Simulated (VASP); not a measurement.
# AlN (P6_3mc) in VASP: vibrations by perturbation theory with PBEsol

Aim: the vibrations by perturbation theory of AlN with PBEsol.

All numbers are computed with VASP 6.6.1; they aren't measurements. Logs are shortened: lines on timing, memory, paths and dates and some standing lists are left out, and cuts for length are marked.

**1. The cell of the first run**

It takes space group P6_3mc (No. 186, hexagonal). The conventional cell has a = 3.114 Å, b = 3.114 Å, c = 4.984 Å, α = 90.00°, β = 90.00°, γ = 120.00°. Within 2.5 Å of Al (site symmetry 3m) lie 4 N at 1.89 to 1.90 Å. N (site symmetry 3m) has 4 Al at 1.89 to 1.90 Å within 2.5 Å.

**2. Vibrations by perturbation theory, PBEsol**

Input file INCAR:

```
  PREC = Accurate
  ENCUT = 520
  EDIFF = 1E-8
  ISMEAR = 0
  SIGMA = 0.01
  LREAL = F
  LASPH = T
  NELM = 60
  ALGO = Normal
  ISIF = 2
  LWAVE = F
  LCHARG = F
  GGA = PS
  IBRION = 8
  NSW = 1
  LEPSILON = T
```

Input file KPOINTS:

```
Automatic mesh
0
Gamma
  6 6 4
```

Input file POSCAR:

```
AlN
1.0
    3.1137807607      0.0000000000      0.0000000000
   -1.5568903803      2.6966132406      0.0000000000
    0.0000000000      0.0000000000      4.9836450382
Al N
2 2
Direct
    0.6666666667      0.3333333333      0.4990218941
    0.3333333333      0.6666666667      0.9990218941
    0.6666666667      0.3333333333      0.8809781059
    0.3333333333      0.6666666667      0.3809781059
```

Potentials or basis: VASP PAW PBE potentials, release 64 (Al, N).

Started as:

```bash
> cat potpaw_PBE.64/Al/POTCAR potpaw_PBE.64/N/POTCAR > POTCAR
> mpirun -np 1 vasp_std > vasp.out
```

OUTCAR:

```text
PREC = Accurate
   ENCUT = 520
   EDIFF = 1E-8
   ISMEAR = 0
   LREAL = F
   LASPH = T
   NELM = 60
   ISIF = 2
   GGA = PS
   IBRION = 8
   NSW = 1
   LEPSILON = T

 ion  position               nearest neighbor table
   1  0.667  0.333  0.499-   4 1.89   4 1.89   4 1.89   3 1.90   2 3.07   2 3.07   2 3.07   2 3.07
                             2 3.07   2 3.07
   2  0.333  0.667  0.999-   3 1.89   3 1.89   3 1.89   4 1.90   1 3.07   1 3.07   1 3.07   1 3.07
                             1 3.07   1 3.07
   3  0.667  0.333  0.881-   2 1.89   2 1.89   2 1.89   1 1.90
   4  0.333  0.667  0.381-   1 1.89   1 1.89   1 1.89   2 1.90

  LATTYP: Found a hexagonal cell.
 ALAT       =     3.1137807607
 C/A-ratio  =     1.6005125027

  Lattice vectors:

 A1 = (   3.1137807607,   0.0000000000,   0.0000000000)
 A2 = (  -1.5568903803,   2.6966132406,   0.0000000000)
 A3 = (   0.0000000000,   0.0000000000,   4.9836450382)

Analysis of symmetry for initial positions (statically):
=====================================================================
 Subroutine PRICEL returns:
 Original cell was already a primitive cell.

 Routine SETGRP: Setting up the symmetry group for a
 hexagonal supercell.

 Subroutine GETGRP returns: Found 12 space group operations
 (whereof  6 operations were pure point group operations)
 out of a pool of 24 trial point group operations.

The static configuration has the point symmetry C_3v.
 The point group associated with its full space group is C_6v.

Analysis of symmetry for dynamics (positions and initial velocities):
=====================================================================
 Subroutine PRICEL returns:
 Original cell was already a primitive cell.

 Routine SETGRP: Setting up the symmetry group for a
 hexagonal supercell.

 Subroutine GETGRP returns: Found 12 space group operations
 (whereof  6 operations were pure point group operations)
 out of a pool of 24 trial point group operations.

The dynamic configuration has the point symmetry C_3v.
 The point group associated with its full space group is C_6v.

 Subroutine INISYM returns: Found 12 space group operations
 (whereof  6 operations are pure point group operations),
 and found     1 'primitive' translations

----------------------------------------------------------------------------------------

                                     Primitive cell

  volume of cell :      41.8460

  direct lattice vectors                    reciprocal lattice vectors
     3.113780761  0.000000000  0.000000000     0.321152990  0.185417765  0.000000000
    -1.556890380  2.696613241  0.000000000     0.000000000  0.370835530  0.000000000
     0.000000000  0.000000000  4.983645038     0.000000000  0.000000000  0.200656345

  length of vectors
     3.113780761  3.113780761  4.983645038     0.370835530  0.370835530  0.200656345

  position of ions in fractional coordinates (direct lattice)
     0.666666667  0.333333333  0.499021894
     0.333333333  0.666666667  0.999021894
     0.666666667  0.333333333  0.880978106
     0.333333333  0.666666667  0.380978106

  ion indices of the primitive-cell ions
   primitive index   ion index
[... 502 lines left out ...]
     0.00000  0.25676  0.00000
     0.00000 -0.00000 -0.38734

[... ionic steps 4 to 9 ...]

--------------------------------------- Ionic step       10  -------------------------------------------

------------------------ aborting loop because EDIFF is reached ----------------------------------------

[... ionic steps 11 to 11 ...]

--------------------------------------- Ionic step       12  -------------------------------------------

 Free energy of the ion-electron system (eV)
  ---------------------------------------------------
  ---------------------------------------------------
  free energy    TOTEN  =        -0.25275473 eV

  energy without entropy =       -0.25275473

------------------------ aborting loop because EDIFF is reached ----------------------------------------

 INTERNAL STRAIN TENSOR  FOR ION    3  DIRECTION 3   (eV/Angst):
 -----------------------------------------------------------------------------
     5.59316  0.00000  0.00000
     0.00000  5.59316  0.00000
    -0.00000 -0.00000-12.40355

 MACROSCOPIC STATIC DIELECTRIC TENSOR (including local field effects in DFT)
 ------------------------------------------------------
           4.545574     0.000000     0.000000
           0.000000     4.545574    -0.000000
           0.000000     0.000000     4.724760
 ------------------------------------------------------

 PIEZOELECTRIC TENSOR (including local field effects)  for field in x, y, z        (e  Angst)
          XX          YY          ZZ          XY          YZ          ZX
  --------------------------------------------------------------------------------
  x    -0.00000     0.00000     0.00000     0.00000     0.00000     0.87077
  y    -0.00000    -0.00000     0.00000     0.00000     0.87077     0.00000
  z     0.67062     0.67062    -1.01167     0.00000     0.00000     0.00000

 PIEZOELECTRIC TENSOR (including local field effects)  for field in x, y, z        (C/m^2)
          XX          YY          ZZ          XY          YZ          ZX
  --------------------------------------------------------------------------------
  x    -0.00000     0.00000     0.00000     0.00000     0.00000     0.33340
  y    -0.00000    -0.00000     0.00000     0.00000     0.33340     0.00000
  z     0.25676     0.25676    -0.38734     0.00000     0.00000     0.00000

 BORN EFFECTIVE CHARGES (including local field effects) (in |e|, cummulative output)
 ---------------------------------------------------------------------------------
 ion    1
    1     2.51795     0.00000     0.00000
    2     0.00000     2.51795     0.00000
    3    -0.00000     0.00000     2.67507
 ion    2
    1     2.51795     0.00000     0.00000
    2     0.00000     2.51795     0.00000
    3     0.00000     0.00000     2.67507
 ion    3
    1    -2.51795    -0.00000    -0.00000
    2    -0.00000    -2.51795     0.00000
    3    -0.00000     0.00000    -2.67507
 ion    4
    1    -2.51795    -0.00000     0.00000
    2    -0.00000    -2.51795     0.00000
    3     0.00000     0.00000    -2.67507

 INTERNAL STRAIN TENSOR FOR ION    4 for displacements in x,y,z  (eV/Angst):
          X           Y           Z          XY          YZ          ZX
  --------------------------------------------------------------------------------
  x    -0.00000     0.00000    -0.00000   -10.60265     0.00000     5.29605
  y   -10.60265    10.60265     0.00000     0.00000     5.40683     0.00000
  z     5.59316     5.59316   -12.40355     0.00000     0.00000     0.00000

 SECOND DERIVATIVES (NOT SYMMETRIZED)
 ------------------------------------
               1X          1Y          1Z          2X          2Y          2Z          3X          3Y          3Z          4X          4Y          4Z
  1X   -15.678595   -0.000000   -0.000000    0.665957    0.000000    0.000000    1.438066    0.000000    0.000000   13.574572    0.000000   -0.000000
  1Y    -0.000000  -15.678595    0.000000    0.000000    0.665957    0.000000    0.000000    1.438066    0.000000    0.000000   13.574572    0.000000
  1Z     0.000000   -0.000000  -20.900925    0.000000    0.000000    8.340509   -0.000000   -0.000000    6.419004    0.000000   -0.000000    6.141413
  2X     0.665957    0.000000   -0.000000  -15.678595   -0.000000    0.000000   13.574572    0.000000    0.000000    1.438066    0.000000   -0.000000
  2Y     0.000000    0.665957    0.000000   -0.000000  -15.678595   -0.000000    0.000000   13.574572    0.000000    0.000000    1.438066    0.000000
  2Z    -0.000000   -0.000000    8.340509   -0.000000    0.000000  -20.900925   -0.000000    0.000000    6.141413    0.000000    0.000000    6.419004
  3X     1.437761    0.000000   -0.000000   13.573577    0.000000   -0.000000  -15.727672   -0.000000   -0.000000    0.716334    0.000000   -0.000000
  3Y     0.000000    1.437761    0.000000    0.000000   13.573577    0.000000   -0.000000  -15.727672    0.000000    0.000000    0.716334    0.000000
  3Z    -0.000000    0.000000    6.378043    0.000000   -0.000000    6.178278   -0.000000   -0.000000  -19.486782   -0.000000    0.000000    6.930461
  4X    13.573577    0.000000    0.000000    1.437761    0.000000    0.000000    0.716334    0.000000    0.000000  -15.727672   -0.000000    0.000000
  4Y     0.000000   13.573577   -0.000000    0.000000    1.437761    0.000000    0.000000    0.716334    0.000000   -0.000000  -15.727672    0.000000
  4Z    -0.000000    0.000000    6.178278    0.000000   -0.000000    6.378043    0.000000    0.000000    6.930461    0.000000    0.000000  -19.486782

 Eigenvectors and eigenvalues of the dynamical matrix
 ----------------------------------------------------

   1 f  =   21.475167 THz   134.932454 2PiTHz  716.334465 cm-1    88.814114 meV
             X         Y         Z           dx          dy          dz
      1.556890  0.898871  2.486948     0.000000   -0.000000    0.010809
     -0.000000  1.797742  4.978771     0.000000   -0.000000   -0.010809
      1.556890  0.898871  4.390482    -0.000000    0.000000   -0.707024
     -0.000000  1.797742  1.898660    -0.000000    0.000000    0.707024
[... 71 lines left out ...]
  12 f/i=    0.001411 THz     0.008866 2PiTHz    0.047071 cm-1     0.005836 meV
             X         Y         Z           dx          dy          dz
      1.556890  0.898871  2.486948     0.000000    0.000000    0.573711
     -0.000000  1.797742  4.978771     0.000000    0.000000    0.573711
      1.556890  0.898871  4.390482     0.000000    0.000000    0.413347
     -0.000000  1.797742  1.898660     0.000000    0.000000    0.413347

--------------------------------------------------------------------------------------------------------

 MACROSCOPIC STATIC DIELECTRIC TENSOR IONIC CONTRIBUTION
 ------------------------------------------------------
           3.652555     0.000000     0.000000
           0.000000     3.652555    -0.000000
           0.000000    -0.000000     4.928097
 ------------------------------------------------------

 ELASTIC MODULI CONTR FROM IONIC RELAXATION (kBar)
 Direction    XX          YY          ZZ          XY          YZ          ZX
 --------------------------------------------------------------------------------
 XX        -721.3709    338.9327    424.0371     -0.0000     -0.0000     -0.0000
 YY         338.9327   -721.3709    424.0371     -0.0000      0.0000      0.0000
 ZZ         424.0371    424.0371   -940.3215      0.0000     -0.0000      0.0000
 XY          -0.0000     -0.0000      0.0000   -530.1518      0.0000      0.0000
 YZ          -0.0000      0.0000     -0.0000      0.0000   -135.9925     -0.0000
 ZX          -0.0000      0.0000      0.0000      0.0000     -0.0000   -141.1479
 --------------------------------------------------------------------------------

 PIEZOELECTRIC TENSOR IONIC CONTR  for field in x, y, z        (C/m^2)
          XX          YY          ZZ          XY          YZ          ZX
  --------------------------------------------------------------------------------
  x    -0.00000     0.00000     0.00000     0.00000    -0.00000    -0.67563
  y    -0.00000     0.00000    -0.00000     0.00000    -0.66317    -0.00000
  z    -0.91343    -0.91343     2.02558    -0.00000     0.00000    -0.00000
```

It took 5.8 min on 1 thread of Intel Xeon 8259CL, shared host; peak memory 0.25 GiB.

Results:

* Electronic dielectric tensor (diagonal): 4.55, 4.55, 4.72
* Born charges (mean of the diagonal): Al +2.57; N -2.57 e
* Highest phonon frequency at Γ, LO-TO splitting left out: 716 cm⁻¹

Phonon frequencies in cm⁻¹ (negative: imaginary):
| q point | frequencies |
| --- | --- |
| (0.000, 0.000, 0.000) | 0 0 0 236 236 543 609 655 655 665 665 716 |

Electronic dielectric tensor:
```
4.55 0.00 0.00
0.00 4.55 0.00
0.00 0.00 4.72
```

Born effective charge tensors (e):
atom 1, Al
```
2.52 0.00 0.00
0.00 2.52 0.00
0.00 0.00 2.68
```
atom 2, Al
```
2.52 0.00 0.00
0.00 2.52 0.00
0.00 0.00 2.68
```
atom 3, N
```
-2.52  0.00  0.00
 0.00 -2.52  0.00
 0.00  0.00 -2.68
```
atom 4, N
```
-2.52  0.00  0.00
 0.00 -2.52  0.00
 0.00  0.00 -2.68
```

Caveat: the k points lie up to 0.39 Å⁻¹ apart.
